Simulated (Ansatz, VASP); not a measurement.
Ti3O4 in VASP and in Ansatz

```
Ti O
1.0
     2.91282   -4.03035    0.00000
     2.91282    4.03035    0.00000
     0.00000    0.00000    2.96903
Ti O
3 4
Direct
  0.00000 0.00000 0.50000
  0.50000 0.00000 0.00000
  0.00000 0.50000 0.00000
  0.76278 0.76278 0.96632
  0.25888 0.74112 0.46632
  0.23722 0.23722 0.96632
  0.74112 0.25888 0.46632
```

Change from the starting cell: all O atoms moved -0.100 Å, as atom 4 along Cartesian [0 0 1].

Alike in both runs: task single point; functional PBEsol; k mesh 8 × 8 × 14; occupations gaussian, width 0.15 eV; no spin polarisation.

|  | VASP | Ansatz |
| --- | --- | --- |
| version | VASP 6.6.1 | Ansatz 0.2.0 |
| potentials or method | VASP PAW PBE potentials, release 64 (Ti_sv, O), cutoff 520 eV | scalar-relativistic, plane waves, PAW |
| valence electrons in the cell | 60 | 60 |

```tsv
	VASP	Ansatz	Ansatz less VASP
gap on the k mesh at the Fermi level (eV)	none	none	-
pressure (GPa)	2.3	1.6	-0.76
traceless stress, the component that is largest in VASP (GPa)	-1.42	-1.45	-0.029
rms of the force components (eV/Å)	0.611	0.602	-0.0093
```

VASP's potentials were made for PBE, not for PBEsol. Atom by atom the forces differ by 0.015 eV/Å (rms over components). A gap of «none» marks a metal or a gap that the smearing closes.
